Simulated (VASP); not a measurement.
# GaN (P6_3mc) in VASP: further runs

The runs below take GaN through single point, relaxation of cell and atoms, with PBE.

All numbers are computed with VASP 6.6.1; they aren't measurements. Logs are shortened: lines on timing, memory, paths and dates and some standing lists are left out, and cuts for length are marked.

## 1. The cell of the first run

The structure is hexagonal, space group P6_3mc (No. 186). The conventional cell has a = 3.218 Å, b = 3.218 Å, c = 5.243 Å, α = 90.00°, β = 90.00°, γ = 120.00°. Within 2.6 Å of Ga (site symmetry 3m) lie 4 N at 1.97 to 1.98 Å. Within 2.6 Å of N (site symmetry 3m) lie 4 Ga at 1.97 to 1.98 Å.

## 2. Single point, PBE

File INCAR:

```
SYSTEM = GaN
PREC = Accurate ; ENCUT = 520
EDIFF = 1E-6 ; ISMEAR = 0
SIGMA = 0.02 ; LREAL = .False.
LASPH = .True. ; NELM = 60
ALGO = Normal ; ISIF = 2
LWAVE = .False. ; LCHARG = .False.
GGA = PE ; NBANDS = 26
```

File KPOINTS:

```
Automatic mesh
0
Gamma
  12 12 6
  0 0 0
```

File POSCAR:

```
GaN
1.0
    3.2183957302      0.0000000000      0.0000000000
   -1.6091978651      2.7872124618      0.0000000000
    0.0000000000      0.0000000000      5.2430912497
Ga N
2 2
Direct
    0.6666666667      0.3333333333      0.4991447104
    0.3333333333      0.6666666667      0.9991447104
    0.6666666667      0.3333333333      0.8758552896
    0.3333333333      0.6666666667      0.3758552896
```

Potentials or basis: VASP PAW PBE potentials, release 64 (Ga_d, N).

Launch:

```console
$ cat potpaw_PBE.64/Ga_d/POTCAR potpaw_PBE.64/N/POTCAR > POTCAR
$ mpirun -np 1 vasp_std > vasp.out
```

OUTCAR:

```text
SYSTEM = GaN
   PREC = Accurate
   ENCUT = 520
   EDIFF = 1E-6
   ISMEAR = 0
   LREAL = .False.
   LASPH = .True.
   NELM = 60
   ISIF = 2
   GGA = PE

 ion  position               nearest neighbor table
   1  0.667  0.333  0.499-   4 1.97   4 1.97   4 1.97   3 1.98
   2  0.333  0.667  0.999-   3 1.97   3 1.97   3 1.97   4 1.98
   3  0.667  0.333  0.876-   2 1.97   2 1.97   2 1.97   1 1.98
   4  0.333  0.667  0.376-   1 1.97   1 1.97   1 1.97   2 1.98

  LATTYP: Found a hexagonal cell.
 ALAT       =     3.2183957302
 C/A-ratio  =     1.6291008593

  Lattice vectors:

 A1 = (   3.2183957302,   0.0000000000,   0.0000000000)
 A2 = (  -1.6091978651,   2.7872124618,   0.0000000000)
 A3 = (   0.0000000000,   0.0000000000,   5.2430912497)

Analysis of symmetry for initial positions (statically):
=====================================================================
 Subroutine PRICEL returns:
 Original cell was already a primitive cell.

 Routine SETGRP: Setting up the symmetry group for a
 hexagonal supercell.

 Subroutine GETGRP returns: Found 12 space group operations
 (whereof  6 operations were pure point group operations)
 out of a pool of 24 trial point group operations.

The static configuration has the point symmetry C_3v.
 The point group associated with its full space group is C_6v.

Analysis of symmetry for dynamics (positions and initial velocities):
=====================================================================
 Subroutine PRICEL returns:
 Original cell was already a primitive cell.

 Routine SETGRP: Setting up the symmetry group for a
 hexagonal supercell.

 Subroutine GETGRP returns: Found 12 space group operations
 (whereof  6 operations were pure point group operations)
 out of a pool of 24 trial point group operations.

The dynamic configuration has the point symmetry C_3v.
 The point group associated with its full space group is C_6v.

 Subroutine INISYM returns: Found 12 space group operations
 (whereof  6 operations are pure point group operations),
 and found     1 'primitive' translations

----------------------------------------------------------------------------------------

                                     Primitive cell

  volume of cell :      47.0324

  direct lattice vectors                    reciprocal lattice vectors
     3.218395730  0.000000000  0.000000000     0.310713810  0.179390702  0.000000000
    -1.609197865  2.787212462  0.000000000     0.000000000  0.358781404  0.000000000
     0.000000000  0.000000000  5.243091250     0.000000000  0.000000000  0.190727178

  length of vectors
     3.218395730  3.218395730  5.243091250     0.358781404  0.358781404  0.190727178

  position of ions in fractional coordinates (direct lattice)
     0.666666667  0.333333333  0.499144710
     0.333333333  0.666666667  0.999144710
     0.666666667  0.333333333  0.875855290
     0.333333333  0.666666667  0.375855290

  ion indices of the primitive-cell ions
   primitive index   ion index
                 1           1
                 2           2
                 3           3
                 4           4

----------------------------------------------------------------------------------------

 KPOINTS: Automatic mesh

Automatic generation of k-mesh.
 Grid dimensions read from file:
 generate k-points for:   12   12    6

 Generating k-lattice:

  Cartesian coordinates                     Fractional coordinates (reciprocal lattice)
     0.025892818  0.014949225  0.000000000     0.083333333  0.000000000  0.000000000
     0.000000000  0.029898450  0.000000000     0.000000000  0.083333333  0.000000000
     0.000000000  0.000000000  0.031787863     0.000000000  0.000000000  0.166666667

  Length of vectors
     0.029898450  0.029898450  0.031787863

  Shift w.r.t. Gamma in fractional coordinates (k-lattice)
     0.000000000  0.000000000  0.000000000

 Subroutine IBZKPT returns following result:
 ===========================================

 Found     76 irreducible k-points:

 Following reciprocal coordinates:
            Coordinates               Weight
  0.000000  0.000000  0.000000      1.000000
  0.083333  0.000000  0.000000      6.000000
  0.166667  0.000000  0.000000      6.000000
  0.250000  0.000000  0.000000      6.000000
  0.333333  0.000000  0.000000      6.000000
  0.416667  0.000000  0.000000      6.000000
[... 16 lines left out ...]
  0.250000  0.000000  0.166667     12.000000
  0.333333  0.000000  0.166667     12.000000
 [... further k-points ...]
   k-points           NKPTS =     76   k-points in BZ     NKDIM =     76   number of bands    NBANDS=     26
   number of dos      NEDOS =    301   number of ions     NIONS =      4
   total plane-waves  NPLWV =  23040
   dimension x,y,z NGX =    24 NGY =   24 NGZ =   40
   dimension x,y,z NGXF=    48 NGYF=   48 NGZF=   80
   ions per type =               2   2
   NGX,Y,Z   is equivalent  to a cutoff of  12.40, 12.40, 12.68 a.u.
   NGXF,Y,Z  is equivalent  to a cutoff of  24.79, 24.79, 25.37 a.u.
 SYSTEM =  GaN
   PREC   = accura    normal or accurate (medium, high low for compatibility)
   ISTART =      0    job   : 0-new  1-cont  2-samecut
   ICHARG =      2    charge: 1-file 2-atom 10-const
   ISPIN  =      1    spin polarized calculation?
   LNONCOLLINEAR =      F non collinear calculations
   LSORBIT =      F    spin-orbit coupling
   LASPH  =      T    aspherical Exc in radial PAW
   ENCUT  =  520.0 eV  38.22 Ry    6.18 a.u.   5.98  5.98  9.75*2*pi/ulx,y,z
   NELM   =     60;   NELMIN=  2; NELMDL= -5     # of ELM steps
   EDIFF  = 0.1E-05   stopping-criterion for ELM
   LREAL  =      F    real-space projection
   EDIFFG = 0.1E-04   stopping-criterion for IOM
   NSW    =      0    number of steps for IOM
   IBRION =     -1    ionic relax: 0-MD 1-quasi-New 2-CG
   NFREE  =      0    steps in history (QN), initial steepest desc. (CG)
   ISIF   =      2    stress and relaxation
   ISYM   =      2    0-nonsym 1-usesym 2-fastsym
   POTIM  = 0.5000    time-step for ionic-motion
   TEBEG  =    0.0;   TEEND  =   0.0 temperature during run
   PSTRESS=    0.0 pullay stress
   NELECT =      36.0000    total number of electrons
   NUPDOWN=      -1.0000    fix difference up-down
   EMIN   =  10.00;   EMAX   =-10.00  energy-range for DOS
   EFERMI =   0.00;   METHOD = LEGACY
   ISMEAR =     0;   SIGMA  =   0.02  broadening in eV -4-tet -1-fermi 0-gaus
   EFERMI_NEDOS =   21; number of points for ismear=-14 and -15
   IALGO  =     38    algorithm
   IMIX   =      4    mixing-type and parameters
     AMIX     =   0.40;   BMIX     =  1.00
     AMIX_MAG =   1.60;   BMIX_MAG =  1.00
  volume/ion in A,a.u.               =      11.76        79.35
  Fermi-wavevector in a.u.,A,eV,Ry     =   1.497534  2.829929 30.512535  2.242608
  Thomas-Fermi vector in A             =   2.609409
   LORBIT       =      0    0 simple, 1 ext, 2 COOP (PROOUT), +10 PAW based schemes
   GGA     = PE    functional components
   LHFCALC =     F    Hartree Fock is set to
   AEXX    =    0.0000 exact exchange contribution
   IVDW    =     0    specifies the selected vdW correction
   LEPSILON=     F    determine dielectric tensor
   LRPA    =     F    only Hartree local field effects (RPA)
 non-spin polarized calculation
 Gauss-broadening in eV      SIGMA  =   0.02
  energy-cutoff  :      520.00
  volume of cell :       47.03
 maximum number of plane-waves:      1290
 NGX is ok and might be reduce to    24
   NGX = 11   NGY = 11   NGZ = 19

 number of electron      35.9999956 magnetization

 Free energy of the ion-electron system (eV)
  ---------------------------------------------------
  ext. energy  EPLUGINS =         0.00000000
  ---------------------------------------------------
  free energy    TOTEN  =       -24.32786722 eV

  energy without entropy =      -24.32786722  energy(sigma->0) =      -24.32786722

 E-fermi :   5.1644     XC(G=0): -11.5150

 val. band max:        5.0086638851   @ k =   0.0000   0.0000   0.0000
 cond. band min:       6.7245420374   @ k =   0.0000   0.0000   0.0000
 fundamental gap:      1.7158781523
 Fermi energy:         5.1643659085

 k-point     1 :       0.0000    0.0000    0.0000
  band No.  band energies     occupation
      1     -10.7266      2.00000
      2      -9.9033      2.00000
      3      -8.4117      2.00000
      4      -8.3973      2.00000
      5      -8.3973      2.00000
      6      -8.3415      2.00000
[... 18 lines left out ...]
     25      16.4967      0.00000
     26      16.4967      0.00000

 k-point     2 :       0.0833    0.0000    0.0000
  band No.  band energies     occupation
      1     -10.6623      2.00000
      2      -9.8876      2.00000
      3      -8.4058      2.00000
      4      -8.3880      2.00000
      5      -8.3737      2.00000
      6      -8.3343      2.00000
[... 18 lines left out ...]
     25      16.1517      0.00000
     26      16.6458      0.00000

 k-point     3 :       0.1667    0.0000    0.0000
  band No.  band energies     occupation
      1     -10.4885      2.00000
      2      -9.8492      2.00000
      3      -8.3835      2.00000
      4      -8.3655      2.00000
      5      -8.3201      2.00000
      6      -8.2947      2.00000
[... 18 lines left out ...]
     25      16.1666      0.00000
     26      16.9981      0.00000

 k-point     4 :       0.2500    0.0000    0.0000
  band No.  band energies     occupation
      1     -10.2634      2.00000
      2      -9.8076      2.00000
      3      -8.3604      2.00000
      4      -8.3432      2.00000
      5      -8.2816      2.00000
      6      -8.2481      2.00000
[... 18 lines left out ...]
     25      16.2719      0.00000
     26      17.4682      0.00000

 k-point     5 :       0.3333    0.0000    0.0000
  band No.  band energies     occupation
      1     -10.0664      2.00000
      2      -9.7776      2.00000
      3      -8.3482      2.00000
      4      -8.3319      2.00000
      5      -8.2548      2.00000
      6      -8.2033      2.00000
[... 18 lines left out ...]
     25      16.4604      0.00000
     26      17.9306      0.00000

 k-point     6 :       0.4167    0.0000    0.0000
  band No.  band energies     occupation
      1      -9.9479      2.00000
      2      -9.7625      2.00000
      3      -8.3481      2.00000
      4      -8.3296      2.00000
      5      -8.2445      2.00000
      6      -8.1990      2.00000
[... 427 lines left out ...]
 k-point    21 :       0.0833    0.0000    0.1667
  band No.  band energies     occupation
      1     -10.5890      2.00000
      2      -9.9108      2.00000
      3      -8.3968      2.00000
      4      -8.3863      2.00000
      5      -8.3585      2.00000
      6      -8.3395      2.00000
[... 18 lines left out ...]
     25      16.0080      0.00000
     26      16.4140      0.00000

 k-point    22 :       0.1667    0.0000    0.1667
  band No.  band energies     occupation
      1     -10.4235      2.00000
      2      -9.8661      2.00000
      3      -8.3800      2.00000
      4      -8.3624      2.00000
      5      -8.3245      2.00000
      6      -8.3009      2.00000
[... 18 lines left out ...]
     25      15.7802      0.00000
     26      16.7992      0.00000

 k-point    23 :       0.2500    0.0000    0.1667
  band No.  band energies     occupation
      1     -10.2121      2.00000
      2      -9.8170      2.00000
      3      -8.3606      2.00000
      4      -8.3373      2.00000
      5      -8.2937      2.00000
      6      -8.2548      2.00000
[... 18 lines left out ...]
     25      15.9156      0.00000
     26      17.3062      0.00000

 k-point    24 :       0.3333    0.0000    0.1667
  band No.  band energies     occupation
      1     -10.0303      2.00000
      2      -9.7811      2.00000
      3      -8.3520      2.00000
      4      -8.3228      2.00000
      5      -8.2689      2.00000
      6      -8.2107      2.00000
[... 18 lines left out ...]
     25      16.1695      0.00000
     26      17.8766      0.00000

 [... further k-points ...]
[... 5 lines left out ...]
  --------------------------------------------------------------------------------------
  -------------------------------------------------------------------------------------
  Total        0.0329574      0.0329574      0.0472286      0.0000000      0.0000000     -0.0000000
  in kB        1.1227081      1.1227081      1.6088617      0.0000000      0.0000000     -0.0000000
  external PRESSURE =       1.2847593 kB  Pullay stress =       0.0000000 kB

 VOLUME and BASIS-vectors are now :
 -----------------------------------------------------------------------------
  energy-cutoff  :      520.00
  volume of cell :       47.03
      direct lattice vectors                 reciprocal lattice vectors
     3.218395730  0.000000000  0.000000000     0.310713810  0.179390702  0.000000000
    -1.609197865  2.787212462  0.000000000     0.000000000  0.358781404  0.000000000
     0.000000000  0.000000000  5.243091250     0.000000000  0.000000000  0.190727178

 POSITION                                       TOTAL-FORCE (eV/Angst)
 -----------------------------------------------------------------------------------
      1.60920      0.92907      2.61706         0.000000     -0.000000     -0.001416
     -0.00000      1.85814      5.23861        -0.000000      0.000000     -0.001416
      1.60920      0.92907      4.59219         0.000000     -0.000000      0.001416
     -0.00000      1.85814      1.97064        -0.000000     -0.000000      0.001416
 -----------------------------------------------------------------------------------
    total drift:                               -0.000001     -0.000001     -0.001218

  FREE ENERGIE OF THE ION-ELECTRON SYSTEM (eV)
  ---------------------------------------------------
  free  energy   TOTEN  =       -24.3278672237 eV

  energy  without entropy=      -24.3278672237  energy(sigma->0) =      -24.32786722
```

It took 29 s on 1 thread of Intel Xeon 6975P-C (Granite Rapids), shared host; peak memory 0.2 GiB.

What came out:

| Quantity | Value |
| --- | --- |
| Free energy | -24.3279 eV |
| Pressure | 0.1 GPa |
| Band gap on the k mesh | 1.72 eV |

## 3. Relaxation of cell and atoms, PBE

File INCAR:

```
PREC     = Accurate       # precision mode
ENCUT    = 600            # plane-wave cutoff, eV
EDIFF    = 1E-6           # SCF threshold, eV
ISMEAR   = 0              # smearing method
SIGMA    = 0.02           # smearing width, eV
LREAL    = F              # projectors in reciprocal space
LASPH    = T              # aspherical terms in the spheres
NELM     = 80             # most SCF steps
ALGO     = Normal         # electronic algorithm
ISIF     = 3              # what is computed and relaxed
LWAVE    = F              # write WAVECAR
LCHARG   = F              # write CHGCAR
GGA      = PE             # functional
IBRION   = 2              # ionic algorithm
NSW      = 100            # ionic steps
EDIFFG   = -0.01          # ionic threshold
```

File KPOINTS:

```
Automatic mesh
0
Gamma
  12 12 6
```

File POSCAR:

```
GaN
1.0
    3.2173977312      0.0000000000      0.0000000000
   -1.6086988656      2.7863481693      0.0000000000
    0.0000000000      0.0000000000      5.2394066816
Ga N
2 2
Direct
    0.6666666667      0.3333333333      0.4991155908
    0.3333333333      0.6666666667      0.9991155908
    0.6666666667      0.3333333333      0.8758844092
    0.3333333333      0.6666666667      0.3758844092
```

Potentials or basis: VASP PAW PBE potentials, release 64 (Ga_d, N).

Launch:

```console
$ cat potpaw_PBE.64/Ga_d/POTCAR potpaw_PBE.64/N/POTCAR > POTCAR
$ mpirun -np 1 vasp_std > vasp.out
```

OUTCAR:

```text
PREC = Accurate
   ENCUT = 600
   EDIFF = 1E-6
   ISMEAR = 0
   LREAL = F
   LASPH = T
   NELM = 80
   ISIF = 3
   GGA = PE
   IBRION = 2
   NSW = 100
   EDIFFG = -0.01

 ion  position               nearest neighbor table
   1  0.667  0.333  0.499-   4 1.97   4 1.97   4 1.97   3 1.97
   2  0.333  0.667  0.999-   3 1.97   3 1.97   3 1.97   4 1.97
   3  0.667  0.333  0.876-   2 1.97   2 1.97   2 1.97   1 1.97
   4  0.333  0.667  0.376-   1 1.97   1 1.97   1 1.97   2 1.97

  LATTYP: Found a hexagonal cell.
 ALAT       =     3.2173977312
 C/A-ratio  =     1.6284609860

  Lattice vectors:

 A1 = (   3.2173977312,   0.0000000000,   0.0000000000)
 A2 = (  -1.6086988656,   2.7863481693,   0.0000000000)
 A3 = (   0.0000000000,   0.0000000000,   5.2394066816)

Analysis of symmetry for initial positions (statically):
=====================================================================
 Subroutine PRICEL returns:
 Original cell was already a primitive cell.

 Routine SETGRP: Setting up the symmetry group for a
 hexagonal supercell.

 Subroutine GETGRP returns: Found 12 space group operations
 (whereof  6 operations were pure point group operations)
 out of a pool of 24 trial point group operations.
[... 172 lines left out ...]

------------------------ aborting loop because EDIFF is reached ----------------------------------------

  FORCE on cell =-STRESS in cart. coord.  units (eV):
  Direction    XX          YY          ZZ          XY          YZ          ZX
  --------------------------------------------------------------------------------------
  -------------------------------------------------------------------------------------
  Total        0.0302302      0.0302302      0.0765483      0.0000000      0.0000000     -0.0000000
  in kB        1.0311667      1.0311667      2.6111007      0.0000000      0.0000000     -0.0000000
  external PRESSURE =       1.5578113 kB  Pullay stress =       0.0000000 kB
[... 139 lines left out ...]
--------------------------------------- Ionic step        5  -------------------------------------------

 number of electron      36.0000002 magnetization

 Free energy of the ion-electron system (eV)
  ---------------------------------------------------
  ext. energy  EPLUGINS =         0.00000000
  ---------------------------------------------------
  free energy    TOTEN  =       -24.33080110 eV

  energy without entropy =      -24.33080110  energy(sigma->0) =      -24.33080110

 E-fermi :   5.1202     XC(G=0): -11.5155

 val. band max:        5.0089247386   @ k =   0.0000   0.0000   0.0000
 cond. band min:       6.7253915546   @ k =   0.0000   0.0000   0.0000
 fundamental gap:      1.7164668159
 Fermi energy:         5.1202457902

 k-point     1 :       0.0000    0.0000    0.0000
  band No.  band energies     occupation
      1     -10.7272      2.00000
      2      -9.9039      2.00000
      3      -8.4116      2.00000
      4      -8.3973      2.00000
      5      -8.3973      2.00000
      6      -8.3416      2.00000
[... 589 lines left out ...]
     21      11.8973      0.00000
     22      13.0775      0.00000

 [... further k-points ...]
[... 5 lines left out ...]
  --------------------------------------------------------------------------------------
  -------------------------------------------------------------------------------------
  Total       -0.0016370     -0.0016370     -0.0019666      0.0000000     -0.0000000      0.0000000
  in kB       -0.0557681     -0.0557681     -0.0669964      0.0000000     -0.0000000      0.0000000
  external PRESSURE =      -0.0595109 kB  Pullay stress =       0.0000000 kB
[... 19 lines left out ...]
  FREE ENERGIE OF THE ION-ELECTRON SYSTEM (eV)
  ---------------------------------------------------
  free  energy   TOTEN  =       -24.3308010960 eV

  energy  without entropy=      -24.3308010960  energy(sigma->0) =      -24.33080110

 reached required accuracy - stopping structural energy minimisation
```

It took 98 s on 1 thread of Intel Xeon 6975P-C (Granite Rapids), shared host; peak memory 0.23 GiB.

What came out:

| Quantity | Value |
| --- | --- |
| Free energy | -24.3308 eV |
| Relaxed volume | 11.76 Å³/atom |
| Relaxed cell | a = 3.218 Å, b = 3.218 Å, c = 5.243 Å, α = 90.00°, β = 90.00°, γ = 120.00° |
| Space group after relaxing (to 0.1 Å) | P6_3mc (No. 186) |
| Energy gained by relaxing | 0.0 meV/atom |
| Ionic steps | 5 |
| Pressure after relaxing | 0.0 GPa |
| Largest force after relaxing | 0.003 eV/Å |
| Band gap on the k mesh | 1.72 eV |

Forces on the atoms (eV/Å):
```
Ga   0.000  0.000  0.003
Ga   0.000  0.000  0.003
N    0.000  0.000 -0.003
N    0.000  0.000 -0.003
```

Final structure:
```yaml
crystal:
  lattice:
    - [3.21830, 0.00000, 0.00000]
    - [-1.60915, 2.78713, 0.00000]
    - [0.00000, 0.00000, 5.24315]
  atoms:
    - { symbol: Ga, position: [0.66667, 0.33333, 0.49911] }
    - { symbol: Ga, position: [0.33333, 0.66667, 0.99911] }
    - { symbol: N, position: [0.66667, 0.33333, 0.87589] }
    - { symbol: N, position: [0.33333, 0.66667, 0.37589] }
```
